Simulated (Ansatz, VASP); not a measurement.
AlGa3N4 in VASP and in Ansatz

The input POSCAR:

```
AlGa3N4
1.0
    5.2160040049      0.0000000000      0.0000177042
    0.0000000000      3.2108655209      0.0000000000
   -0.0037497943      0.0000000000      5.6413044152
Al Ga N
1 3 4
Direct
    0.0005828853      0.5000000000      0.6672982354
    0.4991712869      0.5000000000      0.3350606988
    0.4992511917      0.0000000000      0.8314570704
    0.9998609984      0.0000000000      0.1661913851
    0.1194130440      0.5000000000      0.3406010344
    0.1173310426      0.0000000000      0.8259310373
    0.6202395499      0.0000000000      0.1661937141
    0.6317500112      0.5000000000      0.6672678245
```

File INCAR.step1:

```
PREC = Accurate
ENCUT = 520
ISMEAR = 0
SIGMA = 0.05
LREAL = F
LASPH = T
NELM = 80
NBANDS = 41
GGA = PE
ALGO = Normal
EDIFF = 1E-4
LWAVE = T
LCHARG = F
```

The input INCAR.step2:

```
PREC = Accurate
ENCUT = 520
EDIFF = 1E-6
ISMEAR = 0
SIGMA = 0.05
LREAL = F
LASPH = T
NELM = 80
ALGO = Normal
ISIF = 2
LWAVE = F
LCHARG = F
METAGGA = R2SCAN
LMIXTAU = T
NBANDS = 41
ISTART = 1
```

KPOINTS

```
regular mesh
0
Gamma
  6 8 4
```

Input for Ansatz:

```yaml
crystal:
  lattice:
    - [5.2160040049, 0.0, 1.77042e-05]
    - [0.0, 3.2108655209, 0.0]
    - [-0.0037497943, 0.0, 5.6413044152]
  atoms:
    - { symbol: Al, position: [0.0005828853, 0.5, 0.6672982354] }
    - { symbol: Ga, position: [0.4991712869, 0.5, 0.3350606988] }
    - { symbol: Ga, position: [0.4992511917, 0.0, 0.8314570704] }
    - { symbol: Ga, position: [0.9998609984, 0.0, 0.1661913851] }
    - { symbol: "N", position: [0.119413044, 0.5, 0.3406010344] }
    - { symbol: "N", position: [0.1173310426, 0.0, 0.8259310373] }
    - { symbol: "N", position: [0.6202395499, 0.0, 0.1661937141] }
    - { symbol: "N", position: [0.6317500112, 0.5, 0.6672678245] }
basis:
  ecutwfc: 500
kpoints:
  mp_grid: { grid: [6, 8, 4] }
hamiltonian:
  xc: r2scan
scf:
  occupations: { method: gaussian, width: 0.05 }
output:
  forces: true
  stress: true
  eigenvalues: true
```

Change from the starting cell: strain +0.015 along x and y, +0.030 along z, atoms carried along.

Alike in both runs: task single point; functional r2SCAN; k mesh 6 × 8 × 4; occupations gaussian, width 0.05 eV; no spin polarisation.

```csv
,VASP,Ansatz
version,VASP 6.6.1,Ansatz 0.2.0
potentials or method,"VASP PAW PBE potentials, release 64 (Al, Ga_d, N), cutoff 520 eV","scalar-relativistic, plane waves, PAW"
valence electrons in the cell,62,62
```

Ansatz gave:

```
gap on the k mesh at the Fermi level (eV)                     : 2.44
least direct gap on the mesh (eV)                             : 2.44
pressure (GPa)                                                : -10.5
traceless stress, the component that is largest in VASP (GPa) : -2.93
rms of the force components (eV/Å)                            : 0.060
```

**Question.** What did VASP give for the same quantities?

**Answer.** gap on the k mesh at the Fermi level (eV): 2.44; least direct gap on the mesh (eV): 2.44; pressure (GPa): -9.9; traceless stress, the component that is largest in VASP (GPa): -2.97; rms of the force components (eV/Å): 0.065.

VASP's potentials were made for PBE, not for r2SCAN. Atom by atom the forces differ by 0.027 eV/Å (rms over components). The functional is the same, so the differences come from potentials, cutoffs and numerics.
